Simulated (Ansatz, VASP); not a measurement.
**Two plane-wave programs on KBr**

```
CELL_PARAMETERS angstrom
0.00000 3.15185 3.15185
3.15185 0.00000 3.15185
3.15185 3.15185 0.00000
ATOMIC_POSITIONS crystal
K 0.00000 0.00000 0.00000
Br 0.50000 0.50000 0.50000
```

Change from the starting cell: hydrostatic strain -4.6%.

Alike in both runs: task single point; functional HSE06; k mesh 4 × 4 × 4; no spin polarisation.

|  | VASP | Ansatz |
| --- | --- | --- |
| version | VASP 6.6.1 | Ansatz 0.2.0 |
| potentials or method | VASP PAW PBE potentials, release 64 (K_sv, Br) | plane waves, PAW |
| plane-wave cutoff (eV) | 520 | 420 |
| occupations | gaussian, width 0.01 eV | fixed |
| valence electrons in the cell | 16 | 16 |

VASP gave:

```
gap on the k mesh at the Fermi level (eV) : 6.04
pressure (GPa)                            : 3.7
```

**Question.** Which values does Ansatz return?

**Answer.** gap on the k mesh at the Fermi level (eV): 6.04; pressure (GPa): 3.6.

Ansatz's warnings: stress exchange threshold loose, stress scf threshold loose.

The k mesh is coarse, so the values compare programs but aren't converged.
